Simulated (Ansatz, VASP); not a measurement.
**AlH in VASP and in Ansatz**

```xyz
4
Lattice="1.6368 -4.3124 0.0000 1.6368 4.3124 0.0000 0.0000 0.0000 3.2596" Properties=species:S:1:pos:R:3 pbc="T T T"
Al    1.6368    1.2558    2.4447
Al    1.6368   -1.2558    0.8149
H     1.6368    3.6431    2.4447
H     1.6368   -3.6431    0.8149
```

Alike in both runs: task relaxation of cell and atoms; functional PBE; k mesh 6 × 6 × 6; occupations gaussian, width 0.1 eV; no spin polarisation.

```csv
,VASP,Ansatz
version,VASP 6.6.1,Ansatz 0.2.0
potentials or method,"VASP PAW PBE potentials, release 64 (Al, H), cutoff 600 eV","scalar-relativistic, plane waves, PAW"
valence electrons in the cell,8,8
```

Ansatz gave:

| Quantity | Value |
| --- | --- |
| gap on the k mesh at the Fermi level, each at its own relaxed structure (eV) | none |
| relaxed volume (Å³/atom) | 10.20 |
| relaxed cell length with the largest relative difference (Å) | 5.516 |

Task: Estimate VASP's values.

Result: gap on the k mesh at the Fermi level, each at its own relaxed structure (eV): none; relaxed volume (Å³/atom): 10.11; relaxed cell length with the largest relative difference (Å): 5.475.

A gap of «none» marks a metal or a gap that the smearing closes.
